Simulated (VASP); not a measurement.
Here is a VASP 6.6.1 calculation.

INCAR

```
PREC = Accurate
ENCUT = 520
EDIFF = 1E-7
ISMEAR = 0
SIGMA = 0.15
LREAL = F
LASPH = T
NELM = 60
ALGO = Normal
ISIF = 2
LWAVE = F
LCHARG = F
NBANDS = 11
```

Contents of KPOINTS:

```
regular mesh
0
Gamma
  14 14 14
```

POSCAR

```
Ba
1.0
   -2.3000000000      2.3000000000      2.4000000000
    2.3000000000     -2.3000000000      2.4000000000
    2.3000000000      2.3000000000     -2.4000000000
Ba
1
Direct
    0.0000000000      0.0000000000      0.0000000000
```

Potentials or basis: VASP PAW LDA potentials, release 64 (Ba_sv).

Command:

```console
$ cat potpaw_LDA.64/Ba_sv/POTCAR > POTCAR
$ mpirun -np 1 vasp_std > vasp.out
```

Q: Predict the band gap on the k mesh.

A: Zero (band 5 reaches 2.79 eV, above the bottom of band 6 at 1.36 eV).

Q: What does it give for the pressure?

A: 0.8 GPa.

Stress tensor (GPa, compression positive):
```
0.86 0.00 0.00
0.00 0.86 0.00
0.00 0.00 0.62
```

Caveat: the cell differs from its parent crystal (strain -0.080 along x and y, -0.040 along z); spin-orbit coupling is left out, which moves the levels of the heavy elements.
